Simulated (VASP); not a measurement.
# ScB2P3 (P4mm) in VASP: a series of runs, part 3 of 3

VASP 6.6.1. The steps go on from the part before.

## Step 5: Relaxation of cell and atoms, PBE

This run uses another cell than the first one, of 13.93 Å³/atom.

Contents of INCAR:

```
ALGO     = Normal         # electronic algorithm
EDIFF    = 1E-6           # SCF threshold, eV
EDIFFG   = -0.04          # ionic threshold
ENCUT    = 600            # plane-wave cutoff, eV
GGA      = PE             # functional
IBRION   = 2              # ionic algorithm
ISIF     = 3              # what is computed and relaxed
ISMEAR   = 0              # smearing method
LASPH    = True           # aspherical terms in the spheres
LCHARG   = False          # write CHGCAR
LREAL    = False          # projectors in reciprocal space
LWAVE    = False          # write WAVECAR
NELM     = 100            # most SCF steps
NSW      = 90             # ionic steps
PREC     = Accurate       # precision mode
SIGMA    = 0.1            # smearing width, eV
```

Contents of KPOINTS:

```
k-points
0
Gamma
  6 6 4
```

Contents of POSCAR:

```
ScB2P3
1.0
    3.4015787600      0.0000000000      0.0000000000
    0.0000000000      3.4015787600      0.0000000000
    0.0000000000      0.0000000000      7.2215050200
Sc B P
1 2 3
Direct
    0.0000000000      0.0000000000      0.6251500200
    0.5000000000      0.5000000000      0.7286009800
    0.0000000000      0.0000000000      0.2702390000
    0.5000000000      0.0000000000      0.9985610200
    0.0000000000      0.5000000000      0.9985610200
    0.5000000000      0.5000000000      0.3788870000
```

The run is started by

```console
> cat potpaw_PBE.64/Sc_sv/POTCAR potpaw_PBE.64/B/POTCAR potpaw_PBE.64/P/POTCAR > POTCAR
> mpirun -np 1 vasp_std > vasp.out
```

It took 14 min on 1 thread of Oxide Virtual Turin-like, shared host; peak memory 0.22 GiB.

The run converged. Its results:

| Property | Result |
| --- | --- |
| Free energy | -33.3029 eV |
| Relaxed volume | 12.73 Å³/atom |
| Relaxed cell | a = 3.357 Å, b = 3.357 Å, c = 6.777 Å, α = 90.00°, β = 90.00°, γ = 90.00° |
| Space group after relaxing (to 0.1 Å) | P4mm (No. 99) |
| Energy gained by relaxing | 189.4 meV/atom |
| Ionic steps | 15 |
| Pressure after relaxing | -0.1 GPa |
| Largest force after relaxing | 0.026 eV/Å |
| Band gap on the k mesh | zero (bands 16 and 17 overlap by 1.59 eV) |

Forces on the atoms (eV/Å):
```
Sc   0.000  0.000 -0.003
B    0.000  0.000 -0.026
B    0.000  0.000 -0.013
P    0.000  0.000  0.011
P    0.000  0.000  0.011
P    0.000  0.000  0.019
```

Stress tensor (GPa, compression positive):
```
-0.06  0.00  0.00
 0.00 -0.06  0.00
 0.00  0.00 -0.17
```

Step by step:
```csv
step,energy change (eV),largest force (eV/Å),pressure (GPa),volume (Å³)
1,0.0000,1.1392,-9.48,83.56
2,-0.5001,1.4888,0.95,73.97
3,-0.5224,1.5977,4.25,71.67
4,-0.8615,1.3217,6.51,70.92
5,-0.9137,0.4352,9.40,70.38
6,-0.9246,0.6395,8.25,70.57
7,-1.0925,0.2505,-1.26,77.53
8,-1.1005,0.1705,0.13,76.21
9,-1.1253,0.3584,-0.61,76.73
10,-1.1266,0.3062,-0.49,76.64
11,-1.1308,0.1440,0.34,76.26
12,-1.1308,0.1675,0.40,76.22
13,-1.1338,0.1276,0.12,76.41
14,-1.1357,0.0698,-0.31,76.68
15,-1.1367,0.0261,-0.10,76.37
```

Final structure:
```cif
data_structure
_symmetry_space_group_name_H-M 'P 1'
_symmetry_Int_Tables_number 1
_cell_length_a 3.3571
_cell_length_b 3.3571
_cell_length_c 6.7768
_cell_angle_alpha 90.000
_cell_angle_beta 90.000
_cell_angle_gamma 90.000
_cell_volume 76.37
loop_
_atom_site_label
_atom_site_type_symbol
_atom_site_fract_x
_atom_site_fract_y
_atom_site_fract_z
_atom_site_occupancy
Sc1 Sc 0.00000 0.00000 0.65234 1
B1 B 0.50000 0.50000 0.67705 1
B2 B 0.00000 0.00000 0.28653 1
P1 P 0.50000 0.00000 0.99145 1
P2 P 0.00000 0.50000 0.99145 1
P3 P 0.50000 0.50000 0.40116 1
```

Levels at points of the mesh, in eV from the Fermi level:
```
           k point  band 14  band 15  band 16  band 17  band 18  band 19
(0.00, 0.00, 0.00)    -1.89    -0.96    -0.04     1.19     1.19     1.47
(0.50, 0.00, 0.00)    -1.46    -0.68     0.31     0.69     0.77     1.07
(0.50, 0.50, 0.00)    -3.14    -3.14    -0.82    -0.21     1.89     1.89
(0.00, 0.00, 0.50)    -0.77    -0.35     0.25     0.62     2.11     2.11
(0.50, 0.00, 0.50)    -1.91    -1.16     0.51     0.56     1.75     2.27
(0.50, 0.50, 0.50)    -2.34    -2.34    -2.02    -0.21    -0.21     0.35
```

## Step 6: Relaxation of cell and atoms, PBE

Contents of INCAR:

```
ALGO = Fast
EDIFF = 1E-6
EDIFFG = -0.01
ENCUT = 600
GGA = PE
IBRION = 2
ISIF = 3
ISMEAR = 0
LASPH = True
LCHARG = False
LREAL = False
LWAVE = False
NELM = 80
NSW = 100
PREC = Accurate
SIGMA = 0.1
```

Contents of KPOINTS:

```
k-points
0
Gamma
  12 12 6
```

Contents of POSCAR:

```
ScB2P3
1.0
    3.3525174371      0.0000000000      0.0000000000
    0.0000000000      3.3525174371      0.0000000000
    0.0000000000      0.0000000000      6.7758350686
Sc B P
1 2 3
Direct
    0.0000000000      0.0000000000      0.6522811294
    0.5000000000      0.5000000000      0.6765053198
    0.0000000000      0.0000000000      0.2865990985
    0.5000000000      0.0000000000      0.9918628237
    0.0000000000      0.5000000000      0.9918628237
    0.5000000000      0.5000000000      0.4008878449
```

Potentials or basis: VASP PAW PBE potentials, release 64 (Sc_sv, B, P).

The run is started by

```console
> cat potpaw_PBE.64/Sc_sv/POTCAR potpaw_PBE.64/B/POTCAR potpaw_PBE.64/P/POTCAR > POTCAR
> mpirun -np 1 vasp_std > vasp.out
```

OUTCAR:

```text
EDIFF = 1E-6
   EDIFFG = -0.01
   ENCUT = 600
   GGA = PE
   IBRION = 2
   ISIF = 3
   ISMEAR = 0
   LASPH = True
   LREAL = False
   NELM = 80
   NSW = 100
   PREC = Accurate

 ion  position               nearest neighbor table
   1  0.000  0.000  0.652-   2 2.38   2 2.38   2 2.38   2 2.38   3 2.48   5 2.85   5 2.85   4 2.85
                             4 2.85   6 2.92   6 2.92   6 2.92   6 2.92
   2  0.500  0.500  0.677-   6 1.87   1 2.38   1 2.38   1 2.38   1 2.38
   3  0.000  0.000  0.287-   1 2.48   6 2.49   6 2.49   6 2.49   6 2.49
   4  0.500  0.000  0.992-   5 2.37   5 2.37   5 2.37   5 2.37   1 2.85   1 2.85
   5  0.000  0.500  0.992-   4 2.37   4 2.37   4 2.37   4 2.37   1 2.85   1 2.85
   6  0.500  0.500  0.401-   2 1.87   3 2.49   3 2.49   3 2.49   3 2.49   1 2.92   1 2.92   1 2.92
                             1 2.92

  LATTYP: Found a simple tetragonal cell.
 ALAT       =     3.3525174371
 C/A-ratio  =     2.0211185164

  Lattice vectors:

[... 398 lines left out ...]

  energy without entropy =      -33.26213168  energy(sigma->0) =      -33.26707892

 E-fermi :   8.0031     XC(G=0): -11.4808

 val. band max:        7.9963569919   @ k =   0.5000   0.4167   0.3333
 cond. band min:       8.0165823859   @ k =   0.3333   0.2500   0.0000
 fundamental gap:      0.0202253940
 Fermi energy:         8.0031460066

 k-point     1 :       0.0000    0.0000    0.0000
  band No.  band energies     occupation
      1     -40.5253      2.00000
      2     -19.3190      2.00000
      3     -19.1398      2.00000
      4     -19.1398      2.00000
      5      -7.6891      2.00000
      6      -4.5685      2.00000
[... 541 lines left out ...]
     19      10.4124      0.00000
     20      10.9994      0.00000

 [... further k-points ...]

------------------------ aborting loop because EDIFF is reached ----------------------------------------

  FORCE on cell =-STRESS in cart. coord.  units (eV):
  Direction    XX          YY          ZZ          XY          YZ          ZX
  --------------------------------------------------------------------------------------
  -------------------------------------------------------------------------------------
  Total        0.0000420      0.0000420      0.0130044      0.0000000     -0.0000000      0.0000000
  in kB        0.0008819      0.0008819      0.2731610      0.0000000     -0.0000000      0.0000000
  external PRESSURE =       0.0916416 kB  Pullay stress =       0.0000000 kB
[... 21 lines left out ...]
  FREE ENERGIE OF THE ION-ELECTRON SYSTEM (eV)
  ---------------------------------------------------
  free  energy   TOTEN  =       -33.2720261719 eV

  energy  without entropy=      -33.2621316751  energy(sigma->0) =      -33.26707892

 reached required accuracy - stopping structural energy minimisation
```

OSZICAR:

```text
N       E                     dE             d eps       ncg     rms          rms(c)
DAV:   1     0.312144287762E+03    0.31214E+03   -0.16020E+04  4480   0.172E+03
DAV:   2     0.129945541027E+01   -0.31084E+03   -0.30428E+03  4552   0.464E+02
[... 142 lines left out ...]
  17 F= -.33272003E+02 E0= -.33267017E+02  d E =-.255469E-04
       N       E                     dE             d eps       ncg     rms          rms(c)
DAV:   1    -0.332719988720E+02    0.35908E-05   -0.67778E-03  5428   0.107E+00    0.253E-02
RMM:   2    -0.332720208077E+02   -0.21936E-04   -0.33413E-04  5566   0.153E-01    0.971E-03
RMM:   3    -0.332720255829E+02   -0.47751E-05   -0.62068E-05  5571   0.753E-02    0.508E-03
RMM:   4    -0.332720261719E+02   -0.58901E-06   -0.87582E-06  4012   0.376E-02
  18 F= -.33272026E+02 E0= -.33267079E+02  d E =-.489364E-04
```

It took 34 min on 1 thread of Oxide Virtual Turin-like, shared host; peak memory 0.33 GiB.

Results:

```yaml
Free_energy: -33.2720 eV
Relaxed_volume: 12.71 Å³/atom
Relaxed_cell: a = 3.377 Å, b = 3.377 Å, c = 6.688 Å, α = 90.00°, β = 90.00°, γ = 90.00°
Space_group_after_relaxing_to_0.1_Å: P4mm (No. 99)
Energy_gained_by_relaxing: 2.5 meV/atom
Ionic_steps: 18
Pressure_after_relaxing: 0.0 GPa
Largest_force_after_relaxing: 0.010 eV/Å
Band_gap_on_the_k_mesh: zero (bands 16 and 17 overlap by 1.66 eV)
```

Forces in eV/Å, atoms in the order of the input:
```
Sc   0.000  0.000  0.002
B    0.000  0.000 -0.010
B    0.000  0.000  0.004
P    0.000  0.000 -0.001
P    0.000  0.000 -0.001
P    0.000  0.000  0.006
```

The path:
```csv
step,energy change (eV),largest force (eV/Å),pressure (GPa),volume (Å³)
1,0.0000,0.1155,0.27,76.16
2,-0.0078,0.1711,0.05,76.39
3,-0.0087,0.1949,-0.06,76.50
4,-0.0114,0.1339,-0.34,76.53
5,-0.0118,0.1730,-0.47,76.54
6,-0.0138,0.0957,-0.02,76.22
7,-0.0142,0.0470,0.27,76.03
8,-0.0148,0.0255,0.12,76.18
9,-0.0150,0.0199,-0.01,76.30
10,-0.0150,0.0201,-0.01,76.32
11,-0.0150,0.0221,-0.04,76.34
12,-0.0150,0.0196,-0.06,76.32
13,-0.0151,0.0280,0.00,76.30
14,-0.0151,0.0448,0.06,76.27
15,-0.0152,0.0292,0.04,76.28
16,-0.0152,0.0260,-0.03,76.30
17,-0.0153,0.0198,-0.02,76.29
18,-0.0153,0.0096,0.01,76.28
```

Final structure:
```cif
data_structure
_symmetry_space_group_name_H-M 'P 1'
_symmetry_Int_Tables_number 1
_cell_length_a 3.3770
_cell_length_b 3.3770
_cell_length_c 6.6884
_cell_angle_alpha 90.000
_cell_angle_beta 90.000
_cell_angle_gamma 90.000
_cell_volume 76.28
loop_
_atom_site_label
_atom_site_type_symbol
_atom_site_fract_x
_atom_site_fract_y
_atom_site_fract_z
_atom_site_occupancy
Sc1 Sc 0.00000 0.00000 0.65130 1
B1 B 0.50000 0.50000 0.67871 1
B2 B 0.00000 0.00000 0.27758 1
P1 P 0.50000 0.00000 0.99534 1
P2 P 0.00000 0.50000 0.99534 1
P3 P 0.50000 0.50000 0.40172 1
```

Levels at points of the mesh, in eV from the Fermi level:
```csv
k point,band 12,band 13,band 14,band 15,band 16,band 17,band 18,band 19,band 20
"(0.00, 0.00, 0.00)",-2.41,-1.81,-1.81,-1.04,-0.08,1.02,1.02,1.59,2.24
"(0.50, 0.00, 0.00)",-2.29,-1.93,-1.36,-0.65,0.33,0.55,0.59,1.09,1.74
"(0.50, 0.50, 0.00)",-5.53,-4.39,-3.20,-3.20,-0.78,-0.05,2.08,2.08,2.96
"(0.00, 0.00, 0.50)",-1.92,-1.92,-0.81,-0.43,0.41,0.71,2.11,2.11,2.56
"(0.50, 0.00, 0.50)",-2.97,-2.31,-2.03,-1.19,0.38,0.46,1.89,2.29,2.37
"(0.50, 0.50, 0.50)",-4.89,-4.26,-2.28,-2.28,-2.00,-0.20,-0.20,0.44,3.92
```

## Step 7: Summary

```csv
task,cell,k mesh,cutoff (eV),gap on the mesh (eV),pressure (GPa),relaxed volume (Å³/atom),largest force (eV/Å)
single point,"a = 3.353, b = 3.353, c = 6.776 Å, 6 atoms, atomic positions A",6 × 6 × 4,520,none,0.1,-,0.01
single point,"a = 3.402, b = 3.402, c = 7.222 Å, 6 atoms, atomic positions B",6 × 6 × 4,520,none,-9.5,-,1.14
single point,"a = 3.377, b = 3.377, c = 6.688 Å, 6 atoms, atomic positions C",12 × 12 × 6,520,none,0.0,-,0.01
relaxation of cell and atoms,"relaxed from a = 3.402, b = 3.402, c = 7.222 Å, 6 atoms, atomic positions B",6 × 6 × 4,600,none,-0.1,12.73,0.03
relaxation of cell and atoms,"relaxed from a = 3.353, b = 3.353, c = 6.776 Å, 6 atoms, atomic positions A",12 × 12 × 6,600,none,0.0,12.71,0.01
```

Alike in all rows: level PBE; potentials or basis VASP PAW PBE potentials, release 64 (Sc_sv, B, P); no spin polarisation; smearing gaussian 0.1 eV.

Caveats: the stress differs along the axes, from -13 to -8 GPa (at least some runs); forces of over 1 eV/Å act on the atoms, so gaps and moduli don't describe the material at rest (at least some runs).

Total energies depend on the potentials used, so only differences within one code and one set of settings carry meaning.

The gap in the log of VASP goes by the Fermi energy; the results here count the filled bands.